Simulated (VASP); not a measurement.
Fe:

```
CELL_PARAMETERS angstrom
2.55376 0.00000 0.00000
-1.27688 2.21162 0.00000
0.00000 0.00000 8.34057
ATOMIC_POSITIONS crystal
Fe 0.00000 0.00000 0.00000
Fe 0.00000 0.00000 0.50000
Fe 0.33333 0.66667 0.25000
Fe 0.66667 0.33333 0.75000
```

This isn't the form of Fe at room conditions, which is bcc.

```yaml
Program: VASP 6.6.1
Task: relaxation of cell and atoms
Functional: PBE
Potentials_or_basis: VASP PAW PBE potentials, release 64 (Fe)
Cutoff: 600 eV
k_mesh: 14 × 14 × 4
Occupations: fermi-dirac, width 0.1 eV
Spin: no spin polarisation
```

At the start: pressure -28.5 GPa; volume 11.78 Å³/atom.

Q: How do energy, volume and symmetry change on relaxing?

A: Over 9 steps the energy falls by 159.0 meV/atom and the volume is 10.24 Å³/atom (-13.1 %); space group P6_3/mmc (No. 194, to 0.1 Å) before and after.

The path:
```
step  energy change (eV)  largest force (eV/Å)  pressure (GPa)  volume (Å³)
   1              0.0000                0.0000          -28.55        47.11
   2              0.7456                0.0000           77.62        34.20
   3             -0.6327                0.0000           -1.64        41.18
   4             -0.6341                0.0000           -0.32        40.99
   5             -0.6341                0.0000            0.50        40.87
   6             -0.6358                0.0000            0.44        40.88
   7             -0.6359                0.0000            0.43        40.88
   8             -0.6359                0.0000           -0.55        41.02
   9             -0.6360                0.0000            0.03        40.94
```

Final structure:
```xyz
4
Lattice="2.4490 0.0000 0.0000 -1.2245 2.1209 0.0000 0.0000 0.0000 7.8825" Properties=species:S:1:pos:R:3 pbc="T T T"
Fe    0.0000    0.0000    0.0000
Fe    0.0000    0.0000    3.9412
Fe    0.0000    1.4139    1.9706
Fe    1.2245    0.7070    5.9119
```

Caveat: the highest band is partly filled, so the run has too few bands; the run has no spin polarisation, though such a crystal can be magnetic.
